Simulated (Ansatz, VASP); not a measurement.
Au8S: VASP beside Ansatz

The input INCAR:

```
SYSTEM = Au8S
PREC = Accurate ; ENCUT = 520
EDIFF = 1E-6 ; ISMEAR = -1
SIGMA = 0.1 ; LREAL = .FALSE.
LASPH = .TRUE. ; NELM = 80
ALGO = Normal ; ISIF = 2
LWAVE = .FALSE. ; LCHARG = .TRUE.
GGA = PE ; LELF = .TRUE.
LVHAR = .TRUE. ; NBANDS = 57
```

KPOINTS

```
Automatic mesh
0
G
  4 4 4
  0 0 0
```

The input POSCAR:

```
Au8S
1.0
   -2.9238730000      3.1716590000      4.3114740000
    5.8477460000      0.0000000000      0.0000000000
    2.9238730000      3.1716590000     -4.3114740000
Au S
8 1
Direct
    0.6250000000      0.3750000000      0.8750000000
    0.1250000000      0.3750000000      0.3750000000
    0.6250000000      0.8750000000      0.3750000000
    0.6250000000      0.3750000000      0.3750000000
    0.6250000000      0.8750000000      0.8750000000
    0.1250000000      0.8750000000      0.3750000000
    0.1250000000      0.8750000000      0.8750000000
    0.1250000000      0.3750000000      0.8750000000
    0.0000000000      0.0000000000      0.0000000000
```

Input for Ansatz:

```yaml
crystal:
  lattice:
    - [-2.923873, 3.171659, 4.311474]
    - [5.847746, 0.0, 0.0]
    - [2.923873, 3.171659, -4.311474]
  atoms:
    - { symbol: Au, position: [0.625, 0.375, 0.875] }
    - { symbol: Au, position: [0.125, 0.375, 0.375] }
    - { symbol: S, position: [0.0, 0.0, 0.0] }
    - { symbol: Au, position: [0.625, 0.875, 0.375] }
    - { symbol: Au, position: [0.625, 0.375, 0.375] }
    - { symbol: Au, position: [0.625, 0.875, 0.875] }
    - { symbol: Au, position: [0.125, 0.875, 0.375] }
    - { symbol: Au, position: [0.125, 0.875, 0.875] }
    - { symbol: Au, position: [0.125, 0.375, 0.875] }
  symmetry: { tolerance: 0.0003 }
kpoints:
  mp_grid: { grid: [4, 4, 4], shift: [0, 0, 0] }
magnetization:
  spin_polarized: false
scf:
  occupations: { method: fermi_dirac }
hamiltonian:
  pseudopotentials: { kind: paw }
  xc: pbe
basis:
  ecutwfc: 420
output:
  forces: true
  stress: true
  eigenvalues: true
```

Alike in both runs: task single point; functional PBE; k mesh 4 × 4 × 4; no spin polarisation.

|  | VASP | Ansatz |
| --- | --- | --- |
| version | VASP 6.6.1 | Ansatz 0.2.0 |
| potentials or method | VASP PAW PBE potentials, release 64 (Au, S), cutoff 520 eV | PAW plane waves |
| occupations | fermi-dirac, width 0.1 eV | fermi-dirac |
| valence electrons in the cell | 94 | 158 |

```tsv
	VASP	Ansatz	Ansatz less VASP
gap on the k mesh at the Fermi level (eV)	none	none	-
rms of the force components (eV/Å)	6.460	6.355	-0.1052
```

A gap of «none» marks a metal or a gap that the smearing closes. VASP's potentials hold 94 valence electrons a cell and Ansatz's 158, so a difference there can come from the potentials and not from the codes.

Spin-orbit coupling is off throughout.
